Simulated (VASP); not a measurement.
# C in VASP: single point with PBE+D3(BJ)

Aim: the single point of C with PBE+D3(BJ).

Program: VASP 6.6.1. These are calculated values, not measurements. Logs are shortened: lines on timing, memory, paths and dates and some standing lists are left out, and cuts for length are marked.

### 1 The cell of the first run

The cell holds a slab with vacuum, 2 atoms: a = 2.580 Å, b = 2.580 Å, c = 28.000 Å, α = 90.00°, β = 90.00°, γ = 120.00°.

### 2 Single point, PBE+D3(BJ)

Input file INCAR:

```
PREC     = Accurate       # precision mode
ENCUT    = 520            # plane-wave cutoff, eV
EDIFF    = 1E-6           # SCF threshold, eV
ISMEAR   = 0              # smearing method
SIGMA    = 0.1            # smearing width, eV
LREAL    = F              # projectors in reciprocal space
LASPH    = T              # aspherical terms in the spheres
NELM     = 100            # most SCF steps
ALGO     = Normal         # electronic algorithm
ISIF     = 2              # what is computed and relaxed
LWAVE    = F              # write WAVECAR
LCHARG   = T              # write CHGCAR
LDIPOL   = T            
IDIPOL   = 3            
DIPOL    = 0.5 0.5 0.500
GGA      = PE             # functional
IVDW     = 12             # dispersion correction
LELF     = T              # ELF
LVHAR    = T            
LVACPOTAV= T            
NBANDS   = 11             # bands
```

Input file KPOINTS:

```
Automatic mesh
0
Gamma
  12 12 1
```

Input file POSCAR:

```
C
1.0
    2.5795255378      0.0000000000      0.0000000000
   -1.2897627689      2.2339346454      0.0000000000
    0.0000000000      0.0000000000     28.0000000000
C
2
Direct
    0.3333333333      0.6666666667      0.5054285714
    0.6666666667      0.3333333333      0.4945714286
```

Potentials or basis: VASP PAW PBE potentials, release 64 (C).

Run with:

```
cat potpaw_PBE.64/C/POTCAR > POTCAR
mpirun -np 1 vasp_std > vasp.out
```

OUTCAR:

```text
PREC = Accurate
   ENCUT = 520
   EDIFF = 1E-6
   ISMEAR = 0
   LREAL = F
   LASPH = T
   NELM = 100
   ISIF = 2
   GGA = PE
   IVDW = 12
 IVDW          = 12

 ion  position               nearest neighbor table
   1  0.333  0.667  0.505-   2 1.52   2 1.52   2 1.52
   2  0.667  0.333  0.495-   1 1.52   1 1.52   1 1.52

  LATTYP: Found a hexagonal cell.
 ALAT       =     2.5795255378
 C/A-ratio  =    10.8547093602

  Lattice vectors:

 A1 = (   2.5795255378,   0.0000000000,   0.0000000000)
 A2 = (  -1.2897627689,   2.2339346454,   0.0000000000)
 A3 = (   0.0000000000,   0.0000000000,  28.0000000000)

Analysis of symmetry for initial positions (statically):
=====================================================================
 Subroutine PRICEL returns:
 Original cell was already a primitive cell.

 Routine SETGRP: Setting up the symmetry group for a
 hexagonal supercell.

 Subroutine GETGRP returns: Found 12 space group operations
 (whereof 12 operations were pure point group operations)
 out of a pool of 24 trial point group operations.

The static configuration has the point symmetry D_3d.

Analysis of symmetry for dynamics (positions and initial velocities):
=====================================================================
 Subroutine PRICEL returns:
 Original cell was already a primitive cell.

 Routine SETGRP: Setting up the symmetry group for a
 hexagonal supercell.

 Subroutine GETGRP returns: Found 12 space group operations
 (whereof 12 operations were pure point group operations)
 out of a pool of 24 trial point group operations.

The dynamic configuration has the point symmetry D_3d.

 Subroutine INISYM returns: Found 12 space group operations
 (whereof 12 operations are pure point group operations),
 and found     1 'primitive' translations

----------------------------------------------------------------------------------------

                                     Primitive cell

  volume of cell :     161.3498

  direct lattice vectors                    reciprocal lattice vectors
     2.579525538  0.000000000  0.000000000     0.387668191  0.223820335  0.000000000
    -1.289762769  2.233934645  0.000000000     0.000000000  0.447640669  0.000000000
     0.000000000  0.000000000 28.000000000     0.000000000  0.000000000  0.035714286

  length of vectors
     2.579525538  2.579525538 28.000000000     0.447640669  0.447640669  0.035714286

  position of ions in fractional coordinates (direct lattice)
     0.333333333  0.666666667  0.505428571
     0.666666667  0.333333333  0.494571429

  ion indices of the primitive-cell ions
   primitive index   ion index
                 1           1
                 2           2

----------------------------------------------------------------------------------------

 KPOINTS: Automatic mesh

Automatic generation of k-mesh.
 Grid dimensions read from file:
 generate k-points for:   12   12    1

 Generating k-lattice:

  Cartesian coordinates                     Fractional coordinates (reciprocal lattice)
     0.032305683  0.018651695  0.000000000     0.083333333  0.000000000  0.000000000
     0.000000000  0.037303389  0.000000000     0.000000000  0.083333333  0.000000000
     0.000000000  0.000000000  0.035714286     0.000000000  0.000000000  1.000000000

  Length of vectors
     0.037303389  0.037303389  0.035714286

  Shift w.r.t. Gamma in fractional coordinates (k-lattice)
     0.000000000  0.000000000  0.000000000

 Subroutine IBZKPT returns following result:
 ===========================================

 Found     19 irreducible k-points:

 Following reciprocal coordinates:
            Coordinates               Weight
  0.000000  0.000000  0.000000      1.000000
  0.083333  0.000000  0.000000      6.000000
  0.166667 -0.000000  0.000000      6.000000
  0.250000 -0.000000  0.000000      6.000000
  0.333333 -0.000000  0.000000      6.000000
  0.416667  0.000000  0.000000      6.000000
[... 11 lines left out ...]
  0.333333  0.250000  0.000000     12.000000
  0.333333  0.333333  0.000000      2.000000
   k-points           NKPTS =     19   k-points in BZ     NKDIM =     19   number of bands    NBANDS=     11
   number of dos      NEDOS =    301   number of ions     NIONS =      2
   total plane-waves  NPLWV =  84000
   dimension x,y,z NGX =    20 NGY =   20 NGZ =  210
   dimension x,y,z NGXF=    40 NGYF=   40 NGZF=  420
   ions per type =               2
   NGX,Y,Z   is equivalent  to a cutoff of  12.89, 12.89, 12.47 a.u.
   NGXF,Y,Z  is equivalent  to a cutoff of  25.78, 25.78, 24.94 a.u.
 SYSTEM =  unknown system
   PREC   = accura    normal or accurate (medium, high low for compatibility)
   ISTART =      0    job   : 0-new  1-cont  2-samecut
   ICHARG =      2    charge: 1-file 2-atom 10-const
   ISPIN  =      1    spin polarized calculation?
   LNONCOLLINEAR =      F non collinear calculations
   LSORBIT =      F    spin-orbit coupling
   LASPH  =      T    aspherical Exc in radial PAW
   ENCUT  =  520.0 eV  38.22 Ry    6.18 a.u.   4.80  4.80 52.06*2*pi/ulx,y,z
   NELM   =    100;   NELMIN=  2; NELMDL= -5     # of ELM steps
   EDIFF  = 0.1E-05   stopping-criterion for ELM
   LREAL  =      F    real-space projection
   EDIFFG = 0.1E-04   stopping-criterion for IOM
   NSW    =      0    number of steps for IOM
   IBRION =     -1    ionic relax: 0-MD 1-quasi-New 2-CG
   NFREE  =      0    steps in history (QN), initial steepest desc. (CG)
   ISIF   =      2    stress and relaxation
   ISYM   =      2    0-nonsym 1-usesym 2-fastsym
   POTIM  = 0.5000    time-step for ionic-motion
   TEBEG  =    0.0;   TEEND  =   0.0 temperature during run
   PSTRESS=    0.0 pullay stress
   NELECT =       8.0000    total number of electrons
   NUPDOWN=      -1.0000    fix difference up-down
   EMIN   =  10.00;   EMAX   =-10.00  energy-range for DOS
   EFERMI =   0.00;   METHOD = LEGACY
   ISMEAR =     0;   SIGMA  =   0.10  broadening in eV -4-tet -1-fermi 0-gaus
   EFERMI_NEDOS =   21; number of points for ismear=-14 and -15
   IALGO  =     38    algorithm
   IMIX   =      4    mixing-type and parameters
     AMIX     =   0.40;   BMIX     =  1.00
     AMIX_MAG =   1.60;   BMIX_MAG =  1.00
  volume/ion in A,a.u.               =      80.67       544.42
  Fermi-wavevector in a.u.,A,eV,Ry     =   0.601426  1.136530  4.921404  0.361713
  Thomas-Fermi vector in A             =   1.653655
   LORBIT       =      0    0 simple, 1 ext, 2 COOP (PROOUT), +10 PAW based schemes
   GGA     = PE    functional components
   LHFCALC =     F    Hartree Fock is set to
   AEXX    =    0.0000 exact exchange contribution
   IVDW    =    12    specifies the selected vdW correction
   LEPSILON=     F    determine dielectric tensor
   LRPA    =     F    only Hartree local field effects (RPA)
 non-spin polarized calculation
 Gauss-broadening in eV      SIGMA  =   0.10
  energy-cutoff  :      520.00
  volume of cell :      161.35
 maximum number of plane-waves:      4368
 NGX is ok and might be reduce to    20
   NGX =  9   NGY =  9   NGZ =105

 dipolmoment           0.000000      0.000000      0.000000 electrons x Angstroem

 number of electron       8.0000000 magnetization

 dipolmoment           0.000000      0.000000     -0.000000 electrons x Angstroem

 Free energy of the ion-electron system (eV)
  ---------------------------------------------------
  ext. energy  EPLUGINS =         0.00000000
  ---------------------------------------------------
  free energy    TOTEN  =       -17.44334510 eV

  energy without entropy =      -17.44177790  energy(sigma->0) =      -17.44256150

 E-fermi :  -3.8324     XC(G=0):  -1.5588

 val. band max:       -3.8323524333   @ k =   0.3333   0.3333   0.0000
 cond. band min:      -3.8323524278   @ k =   0.3333   0.3333   0.0000
 fundamental gap:      0.0000000055
 Fermi energy:        -3.8323524302

 k-point     1 :       0.0000    0.0000    0.0000
  band No.  band energies     occupation
      1     -21.8293      2.00000
      2     -10.2404      2.00000
      3      -6.0247      2.00000
      4      -6.0247      2.00000
      5      -0.5326      0.00000
      6       0.8070      0.00000
      7       1.0340      0.00000
      8       1.4367      0.00000
      9       1.5712      0.00000
     10       2.4553      0.00000
     11       2.5300      0.00000

 k-point     2 :       0.0833    0.0000    0.0000
  band No.  band energies     occupation
      1     -21.6761      2.00000
      2     -10.0715      2.00000
      3      -6.6839      2.00000
      4      -6.3205      2.00000
      5      -0.3740      0.00000
      6       1.0134      0.00000
      7       1.2415      0.00000
      8       1.6448      0.00000
      9       1.7637      0.00000
     10       2.6626      0.00000
     11       2.6914      0.00000

 k-point     3 :       0.1667   -0.0000    0.0000
  band No.  band energies     occupation
      1     -21.2185      2.00000
      2      -9.5771      2.00000
      3      -8.2932      2.00000
      4      -7.0154      2.00000
      5       0.0382      0.00000
      6       1.6302      0.00000
      7       1.8591      0.00000
      8       2.2677      0.00000
      9       2.2926      0.00000
     10       3.0244      0.00000
     11       3.2810      0.00000
[... 197 lines left out ...]
 k-point    18 :       0.3333    0.2500    0.0000
  band No.  band energies     occupation
      1     -16.5838      2.00000
      2     -14.7389      2.00000
      3     -11.9812      2.00000
      4      -4.9198      2.00000
      5      -2.8248      0.00000
      6       6.1197      0.00000
      7       7.3872      0.00000
      8       7.5248      0.00000
      9       8.6548      0.00000
     10       8.7866      0.00000
     11       9.1946      0.00000

 k-point    19 :       0.3333    0.3333    0.0000
  band No.  band energies     occupation
      1     -15.4824      2.00000
      2     -15.4824      2.00000
      3     -12.6537      2.00000
      4      -3.8324      1.00000
      5      -3.8324      1.00000
      6       5.8350      0.00000
      7       8.7982      0.00000
      8       8.7982      0.00000
      9       9.3964      0.00000
     10      10.2349      0.00000
     11      10.2349      0.00000

------------------------ aborting loop because EDIFF is reached ----------------------------------------

 Edisp (eV)   -0.16756

 E8    (eV) :    -0.0525

  FORCE on cell =-STRESS in cart. coord.  units (eV):
  Direction    XX          YY          ZZ          XY          YZ          ZX
  --------------------------------------------------------------------------------------
  -------------------------------------------------------------------------------------
  Total      -5.06053    -5.06053    -1.51938     0.00000    -0.00000    -0.00000
  in kB     -50.25023   -50.25023   -15.08715     0.00000    -0.00000    -0.00000
  external pressure =      -38.53 kB  Pullay stress =        0.00 kB

 VOLUME and BASIS-vectors are now :
 -----------------------------------------------------------------------------
  energy-cutoff  :      520.00
  volume of cell :      161.35
      direct lattice vectors                 reciprocal lattice vectors
     2.579525538  0.000000000  0.000000000     0.387668191  0.223820335  0.000000000
    -1.289762769  2.233934645  0.000000000     0.000000000  0.447640669  0.000000000
     0.000000000  0.000000000 28.000000000     0.000000000  0.000000000  0.035714286

 POSITION                                       TOTAL-FORCE (eV/Angst)
 -----------------------------------------------------------------------------------
     -0.00000      1.48929     14.15200         0.000000      0.000000     -4.966182
      1.28976      0.74464     13.84800        -0.000000     -0.000000      4.966182
 -----------------------------------------------------------------------------------
    total drift:                                0.000000     -0.000000      0.000000

  FREE ENERGIE OF THE ION-ELECTRON SYSTEM (eV)
  ---------------------------------------------------
  free  energy   TOTEN  =       -17.6109019871 eV

  energy  without entropy=      -17.6093347938  energy(sigma->0) =      -17.61011839

 vacuum level on the upper side and lower side of the slab         1.024         1.024
```

Run time: 69 s. Hardware: 1 thread of Intel Xeon 8259CL, shared host; peak memory 0.27 GiB.

What came out:

| Property | Result |
| --- | --- |
| Free energy | -17.6109 eV |
| Largest force | 4.966 eV/Å |
| Band gap on the k mesh | zero (filled and empty bands touch) |
| Dispersion energy per atom | -0.084 eV |

Forces in eV/Å, atoms in the order of the input:
```
C    0.000  0.000 -4.966
C    0.000  0.000  4.966
```

Levels at points of the mesh, in eV from the Fermi level:
```csv
k point,band 2,band 3,band 4,band 5,band 6,band 7
"(0.00, 0.00, 0.00)",-6.41,-2.19,-2.19,3.30,4.64,4.87
"(0.50, 0.00, 0.00)",-11.80,-5.17,-1.91,1.31,6.47,10.69
```
